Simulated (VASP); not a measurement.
SrCl2:

```
Sr Cl
1.0
     0.00000    3.48835    3.48835
     3.48835    0.00000    3.48835
     3.48835    3.48835    0.00000
Sr Cl
1 2
Direct
  0.00000 0.00000 0.00000
  0.75000 0.75000 0.75000
  0.25000 0.25000 0.25000
```

Base run:

| Item | Value |
| --- | --- |
| Program | VASP 6.6.1 |
| Functional | PBE0 |
| Potentials or basis | VASP PAW PBE potentials, release 64 (Sr_sv, Cl) |
| Cutoff | 520 eV |
| k mesh | 4 × 4 × 4 |
| Occupations | gaussian, width 0.01 eV |
| Spin | no spin polarisation |

Its results: band gap on the k mesh 7.35 eV (least direct gap 7.57 eV); pressure 0.4 GPa.

Task: The run is repeated on the same cell with these changes: functional from PBE0 to HSE06; further incar settings from ALGO = Normal; EDIFF = 1e-06; NBANDS = 19 to ALGO = Normal; EDIFF = 1e-07; NBANDS = 19. What comes out?

Result: Band gap on the k mesh 6.62 eV (least direct gap 6.81 eV); pressure 0.6 GPa.

Caveats: the PAW data sets were made with another functional, which shifts forces and pressure a little.

A k mesh can miss the band edges.
